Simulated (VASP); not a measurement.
# LuSb5 (P6/mmm) in VASP: further runs, part 2 of 3

VASP 6.6.1. Earlier steps stand in the parts before.

### Step 3. Single point, PBE

This run uses another cell than the first one, of 30.30 Å³/atom.

Contents of INCAR:

```
SYSTEM = LuSb5
PREC = Accurate
ENCUT = 520
EDIFF = 1E-6
ISMEAR = 0
SIGMA = 0.1
LREAL = .FALSE.
LASPH = .TRUE.
NELM = 80
ALGO = Normal
ISIF = 2
LWAVE = .FALSE.
LCHARG = .TRUE.
GGA = PE
LELF = .TRUE.
LVHAR = .TRUE.
NBANDS = 34
```

Contents of KPOINTS:

```
regular mesh
0
G
  6 6 4
  0 0 0
```

Contents of POSCAR:

```
LuSb5
1.0
    6.0361578273     -0.0000000030      0.0000000000
   -3.0180789110      5.2274660212      0.0000000000
    0.0000000000      0.0000000000      5.7622668168
Lu Sb
1 5
Direct
    0.0000000000      0.0000000000      0.5000000000
    0.5000000000      0.0000000000      0.0000000000
    0.0000000000      0.5000000000      0.0000000000
    0.5000000000      0.5000000000      0.0000000000
    0.3333333333      0.6666666667      0.5000000000
    0.6666666667      0.3333333333      0.5000000000
```

Potentials or basis: VASP PAW PBE potentials, release 64 (Lu, Sb).

Run with:

```console
> cat potpaw_PBE.64/Lu/POTCAR potpaw_PBE.64/Sb/POTCAR > POTCAR
> mpirun -np 1 vasp_std > vasp.out
```

OUTCAR:

```text
SYSTEM = LuSb5
   PREC = Accurate
   ENCUT = 520
   EDIFF = 1E-6
   ISMEAR = 0
   LREAL = .FALSE.
   LASPH = .TRUE.
   NELM = 80
   ISIF = 2
   GGA = PE

 ion  position               nearest neighbor table
   1  0.000  0.000  0.500-   5 3.48   6 3.48   5 3.48   6 3.48   6 3.48   5 3.48
   2  0.500  0.000  0.000-   4 3.02   4 3.02   3 3.02   3 3.02   5 3.37   6 3.37   5 3.37   6 3.37

   3  0.000  0.500  0.000-   4 3.02   4 3.02   2 3.02   2 3.02   5 3.37   6 3.37   5 3.37   6 3.37

   4  0.500  0.500  0.000-   2 3.02   2 3.02   3 3.02   3 3.02   5 3.37   6 3.37   5 3.37   6 3.37

   5  0.333  0.667  0.500-   2 3.37   2 3.37   3 3.37   3 3.37   4 3.37   4 3.37   1 3.48   6 3.48
                             6 3.48   1 3.48   1 3.48   6 3.48
   6  0.667  0.333  0.500-   2 3.37   2 3.37   3 3.37   3 3.37   4 3.37   4 3.37   1 3.48   5 3.48
                             5 3.48   1 3.48   1 3.48   5 3.48

  LATTYP: Found a hexagonal cell.
 ALAT       =     6.0361578273
 C/A-ratio  =     0.9546249422

  Lattice vectors:

 A1 = (   6.0361578273,  -0.0000000030,   0.0000000000)
 A2 = (  -3.0180789110,   5.2274660212,   0.0000000000)
 A3 = (   0.0000000000,   0.0000000000,   5.7622668168)

Analysis of symmetry for initial positions (statically):
=====================================================================
 Subroutine PRICEL returns:
 Original cell was already a primitive cell.

 Routine SETGRP: Setting up the symmetry group for a
 hexagonal supercell.

 Subroutine GETGRP returns: Found 24 space group operations
 (whereof 24 operations were pure point group operations)
 out of a pool of 24 trial point group operations.

The static configuration has the point symmetry D_6h.

Analysis of symmetry for dynamics (positions and initial velocities):
=====================================================================
 Subroutine PRICEL returns:
 Original cell was already a primitive cell.

 Routine SETGRP: Setting up the symmetry group for a
 hexagonal supercell.

 Subroutine GETGRP returns: Found 24 space group operations
 (whereof 24 operations were pure point group operations)
 out of a pool of 24 trial point group operations.

The dynamic configuration has the point symmetry D_6h.

 Subroutine INISYM returns: Found 24 space group operations
 (whereof 24 operations are pure point group operations),
 and found     1 'primitive' translations

----------------------------------------------------------------------------------------

                                     Primitive cell

  volume of cell :     181.8215

  direct lattice vectors                    reciprocal lattice vectors
     6.036157827 -0.000000003  0.000000000     0.165668299  0.095648637  0.000000000
    -3.018078911  5.227466021  0.000000000     0.000000000  0.191297274  0.000000000
     0.000000000  0.000000000  5.762266817     0.000000000  0.000000000  0.173542814

  length of vectors
     6.036157827  6.036157827  5.762266817     0.191297274  0.191297274  0.173542814

  position of ions in fractional coordinates (direct lattice)
     0.000000000  0.000000000  0.500000000
     0.500000000  0.000000000  0.000000000
     0.000000000  0.500000000  0.000000000
[... 40 lines left out ...]
            Coordinates               Weight
  0.000000  0.000000  0.000000      1.000000
  0.166667 -0.000000  0.000000      6.000000
  0.333333  0.000000  0.000000      6.000000
  0.500000 -0.000000  0.000000      3.000000
  0.166667  0.166667  0.000000      6.000000
  0.333333  0.166667  0.000000     12.000000
[... 13 lines left out ...]
  0.333333  0.166667  0.500000     12.000000
  0.333333  0.333333  0.500000      2.000000
   k-points           NKPTS =     21   k-points in BZ     NKDIM =     21   number of bands    NBANDS=     34
   number of dos      NEDOS =    301   number of ions     NIONS =      6
   total plane-waves  NPLWV = 110592
   dimension x,y,z NGX =    48 NGY =   48 NGZ =   48
   dimension x,y,z NGXF=    96 NGYF=   96 NGZF=   96
   ions per type =               1   5
   NGX,Y,Z   is equivalent  to a cutoff of  13.22, 13.22, 13.85 a.u.
   NGXF,Y,Z  is equivalent  to a cutoff of  26.44, 26.44, 27.70 a.u.
 SYSTEM =  LuSb5
   PREC   = accura    normal or accurate (medium, high low for compatibility)
   ISTART =      0    job   : 0-new  1-cont  2-samecut
   ICHARG =      2    charge: 1-file 2-atom 10-const
   ISPIN  =      1    spin polarized calculation?
   LNONCOLLINEAR =      F non collinear calculations
   LSORBIT =      F    spin-orbit coupling
   LASPH  =      T    aspherical Exc in radial PAW
   ENCUT  =  520.0 eV  38.22 Ry    6.18 a.u.  11.22 11.22 10.71*2*pi/ulx,y,z
   NELM   =     80;   NELMIN=  2; NELMDL= -5     # of ELM steps
   EDIFF  = 0.1E-05   stopping-criterion for ELM
   LREAL  =      F    real-space projection
   EDIFFG = 0.1E-04   stopping-criterion for IOM
   NSW    =      0    number of steps for IOM
   IBRION =     -1    ionic relax: 0-MD 1-quasi-New 2-CG
   NFREE  =      0    steps in history (QN), initial steepest desc. (CG)
   ISIF   =      2    stress and relaxation
   ISYM   =      2    0-nonsym 1-usesym 2-fastsym
   POTIM  = 0.5000    time-step for ionic-motion
   TEBEG  =    0.0;   TEEND  =   0.0 temperature during run
   PSTRESS=    0.0 pullay stress
   NELECT =      50.0000    total number of electrons
   NUPDOWN=      -1.0000    fix difference up-down
   EMIN   =  10.00;   EMAX   =-10.00  energy-range for DOS
   EFERMI =   0.00;   METHOD = LEGACY
   ISMEAR =     0;   SIGMA  =   0.10  broadening in eV -4-tet -1-fermi 0-gaus
   EFERMI_NEDOS =   21; number of points for ismear=-14 and -15
   IALGO  =     38    algorithm
   IMIX   =      4    mixing-type and parameters
     AMIX     =   0.40;   BMIX     =  1.00
     AMIX_MAG =   1.60;   BMIX_MAG =  1.00
  volume/ion in A,a.u.               =      30.30       204.50
  Fermi-wavevector in a.u.,A,eV,Ry     =   1.064592  2.011787 15.420240  1.133356
  Thomas-Fermi vector in A             =   2.200115
   LORBIT       =      0    0 simple, 1 ext, 2 COOP (PROOUT), +10 PAW based schemes
   GGA     = PE    functional components
   LHFCALC =     F    Hartree Fock is set to
   AEXX    =    0.0000 exact exchange contribution
   IVDW    =     0    specifies the selected vdW correction
   LEPSILON=     F    determine dielectric tensor
   LRPA    =     F    only Hartree local field effects (RPA)
 non-spin polarized calculation
 Gauss-broadening in eV      SIGMA  =   0.10
  energy-cutoff  :      520.00
  volume of cell :      181.82
 maximum number of plane-waves:      4941
 NGX is ok and might be reduce to    48
   NGX = 23   NGY = 23   NGZ = 21

 number of electron      50.0000006 magnetization

 Free energy of the ion-electron system (eV)
  ---------------------------------------------------
  ext. energy  EPLUGINS =         0.00000000
  ---------------------------------------------------
  free energy    TOTEN  =       -24.00232007 eV

  energy without entropy =      -23.98805826  energy(sigma->0) =      -23.99518916

 E-fermi :   6.5601     XC(G=0):  -9.7310

 val. band max:        6.5247420683   @ k =   0.1667  -0.0000   0.0000
 cond. band min:       6.5734610100   @ k =   0.3333   0.3333   0.2500
 fundamental gap:      0.0487189418
 Fermi energy:         6.5601466616

 k-point     1 :       0.0000    0.0000    0.0000
  band No.  band energies     occupation
      1     -51.4250      2.00000
      2     -22.1940      2.00000
      3     -21.9185      2.00000
      4     -21.9185      2.00000
      5      -6.0340      2.00000
      6      -2.4580      2.00000
[... 766 lines left out ...]
     33       8.6493      0.00000
     34       8.7263      0.00000

------------------------ aborting loop because EDIFF is reached ----------------------------------------

  FORCE on cell =-STRESS in cart. coord.  units (eV):
  Direction    XX          YY          ZZ          XY          YZ          ZX
  --------------------------------------------------------------------------------------
  -------------------------------------------------------------------------------------
  Total       -0.0474503     -0.0474503     -0.0042352     -0.0000000      0.0000000      0.0000000
  in kB       -0.4181229     -0.4181229     -0.0373196     -0.0000000      0.0000000      0.0000000
  external PRESSURE =      -0.2911885 kB  Pullay stress =       0.0000000 kB

 VOLUME and BASIS-vectors are now :
 -----------------------------------------------------------------------------
  energy-cutoff  :      520.00
  volume of cell :      181.82
      direct lattice vectors                 reciprocal lattice vectors
     6.036157827 -0.000000003  0.000000000     0.165668299  0.095648637  0.000000000
    -3.018078911  5.227466021  0.000000000     0.000000000  0.191297274  0.000000000
     0.000000000  0.000000000  5.762266817     0.000000000  0.000000000  0.173542814

 POSITION                                       TOTAL-FORCE (eV/Angst)
 -----------------------------------------------------------------------------------
      0.00000      0.00000      2.88113        -0.000000      0.000000     -0.000000
      3.01808     -0.00000      0.00000        -0.000000      0.000000     -0.000000
     -1.50904      2.61373      0.00000        -0.000000      0.000000     -0.000000
      1.50904      2.61373      0.00000        -0.000000      0.000000     -0.000000
      0.00000      3.48498      2.88113        -0.000000      0.000000     -0.000000
      3.01808      1.74249      2.88113         0.000000     -0.000000      0.000000
 -----------------------------------------------------------------------------------
    total drift:                                0.000000     -0.000000      0.000000

  FREE ENERGIE OF THE ION-ELECTRON SYSTEM (eV)
  ---------------------------------------------------
  free  energy   TOTEN  =       -24.0023200665 eV

  energy  without entropy=      -23.9880582634  energy(sigma->0) =      -23.99518916
```

Wall time 2.7 min (1 thread of Intel Xeon Platinum 8259CL at 2.50GHz (Skylake/Cascade Lake), shared host); peak memory 0.39 GiB.

Results:

- Free energy: -24.0023 eV
- Pressure: 0.0 GPa
- Band gap on the k mesh: zero (bands 25 and 26 overlap by 0.79 eV)

Caveat: spin-orbit coupling is left out, which moves the levels of the heavy elements.

### Step 4. Single point, PBE

This run uses another cell than the first one, of 30.12 Å³/atom.

Contents of INCAR:

```
SYSTEM = LuSb5
  ALGO = Normal
  EDIFF = 1E-6
  ENCUT = 520
  GGA = PE
  ISIF = 2
  ISMEAR = 0
  LASPH = .TRUE.
  LCHARG = .FALSE.
  LREAL = .FALSE.
  LWAVE = .FALSE.
  NBANDS = 34
  NELM = 100
  PREC = Accurate
  SIGMA = 0.1
```

Contents of KPOINTS:

```
k-points
0
G
  6 6 8
  0 0 0
```

Changes to POSCAR since step 3:

```diff
@@ -2,5 +2,5 @@
 1.0
-    6.0361578273     -0.0000000030      0.0000000000
-   -3.0180789110      5.2274660212      0.0000000000
-    0.0000000000      0.0000000000      5.7622668168
+    6.0390933569      0.0000000000      0.0000000000
+   -3.0195466785      5.2300082628      0.0000000000
+    0.0000000000      0.0000000000      5.7211988160
 Lu Sb
```

Run with:

```console
> cat potpaw_PBE.64/Lu/POTCAR potpaw_PBE.64/Sb/POTCAR > POTCAR
> mpirun -np 1 vasp_std > vasp.out
```

Wall time 4.1 min (1 thread of Intel Xeon Platinum 8259CL at 2.50GHz (Skylake/Cascade Lake), shared host); peak memory 0.44 GiB.

The run converged. Its results:

* Free energy: -23.9969 eV
* Pressure: 0.0 GPa
* Band gap on the k mesh: zero (bands 25 and 26 overlap by 1.10 eV)

Stress tensor (GPa, compression positive):
```
 0.00  0.00  0.00
 0.00  0.00  0.00
 0.00  0.00 -0.09
```

Levels at points of the mesh, in eV from the Fermi level:
```
           k point  band 22  band 23  band 24  band 25  band 26  band 27  band 28  band 29
(0.00, 0.00, 0.00)    -2.53    -1.27    -0.87    -0.63    -0.63     0.30     0.30     0.93
(0.50, 0.00, 0.00)    -1.44    -1.38    -1.14    -1.12    -0.55     1.05     1.28     1.50
(0.00, 0.00, 0.50)    -1.57    -0.94    -0.94    -0.70     0.38     1.18     1.61     1.96
(0.50, 0.00, 0.50)    -0.84    -0.73    -0.48    -0.44    -0.04     0.12     0.61     0.86
```

Caveat: spin-orbit coupling is left out, which moves the levels of the heavy elements.

### Step 5. Relaxation of cell and atoms, PBE

Contents of INCAR:

```
ALGO     = Normal         # electronic algorithm
EDIFF    = 1E-7           # SCF threshold, eV
EDIFFG   = -0.04          # ionic threshold
ENCUT    = 600            # plane-wave cutoff, eV
GGA      = PE             # functional
IBRION   = 2              # ionic algorithm
ISIF     = 3              # what is computed and relaxed
ISMEAR   = 0              # smearing method
LASPH    = T              # aspherical terms in the spheres
LCHARG   = F              # write CHGCAR
LREAL    = F              # projectors in reciprocal space
LWAVE    = F              # write WAVECAR
NELM     = 100            # most SCF steps
NSW      = 90             # ionic steps
PREC     = Accurate       # precision mode
SIGMA    = 0.1            # smearing width, eV
```

Contents of KPOINTS:

```
k-points
0
Gamma
  6 6 4
```

Contents of POSCAR:

```
LuSb5
1.0
    5.7332122500      0.0000000000      0.0000000000
   -2.8666061200      4.9651074500      0.0000000000
    0.0000000000      0.0000000000      6.0070294100
Lu Sb
1 5
Direct
    0.0000000000      0.0000000000      0.5000000000
    0.5000000000      0.0000000000      0.0000000000
    0.0000000000      0.5000000000      0.0000000000
    0.5000000000      0.5000000000      0.0000000000
    0.3333333300      0.6666666700      0.5000000000
    0.6666666700      0.3333333300      0.5000000000
```

Run with:

```console
> cat potpaw_PBE.64/Lu/POTCAR potpaw_PBE.64/Sb/POTCAR > POTCAR
> mpirun -np 1 vasp_std > vasp.out
```

Wall time 15 min (1 thread of Intel Xeon Platinum 8259CL at 2.50GHz (Skylake/Cascade Lake), shared host); peak memory 0.43 GiB.

The run converged. Its results:

| Item | Value |
| --- | --- |
| Free energy | -24.0020 eV |
| Relaxed volume | 30.28 Å³/atom |
| Relaxed cell | a = 6.034 Å, b = 6.034 Å, c = 5.763 Å, α = 90.00°, β = 90.00°, γ = 120.00° |
| Space group after relaxing (to 0.1 Å) | P6/mmm (No. 191) |
| Energy gained by relaxing | 92.7 meV/atom |
| Ionic steps | 6 |
| Pressure after relaxing | 0.0 GPa |
| Band gap on the k mesh | zero (bands 25 and 26 overlap by 0.79 eV) |

The path:
```csv
step,energy change (eV),largest force (eV/Å),pressure (GPa),volume (Å³)
1,0.0000,0.0000,5.50,171.00
2,-0.3953,0.0000,-3.63,195.76
3,-0.5121,0.0000,-1.15,187.04
4,-0.5122,0.0000,-1.05,186.72
5,-0.5544,0.0000,-0.20,182.62
6,-0.5560,0.0000,0.03,181.68
```

Final structure:
```
CELL_PARAMETERS angstrom
6.03363 0.00000 0.00000
-3.01681 5.22528 0.00000
0.00000 0.00000 5.76275
ATOMIC_POSITIONS crystal
Lu 0.00000 0.00000 0.50000
Sb 0.50000 0.00000 0.00000
Sb 0.00000 0.50000 0.00000
Sb 0.50000 0.50000 0.00000
Sb 0.33333 0.66667 0.50000
Sb 0.66667 0.33333 0.50000
```

Levels at points of the mesh, in eV from the Fermi level:
```csv
k point,band 21,band 22,band 23,band 24,band 25,band 26,band 27,band 28,band 29,band 30
"(0.00, 0.00, 0.00)",-2.58,-2.58,-1.26,-0.86,-0.66,-0.66,0.25,0.25,0.91,0.91
"(0.50, 0.00, 0.00)",-2.08,-1.43,-1.36,-1.17,-1.13,-0.56,0.99,1.24,1.49,1.65
"(0.00, 0.00, 0.50)",-3.61,-1.69,-0.94,-0.94,-0.79,0.35,1.16,1.52,1.88,1.88
"(0.50, 0.00, 0.50)",-1.05,-0.85,-0.75,-0.51,-0.44,-0.12,0.02,0.56,0.77,0.91
```

Caveat: spin-orbit coupling is left out, which moves the levels of the heavy elements.

[end of part 2 of 3]

The gap in the log of VASP goes by the Fermi energy; the results here count the filled bands.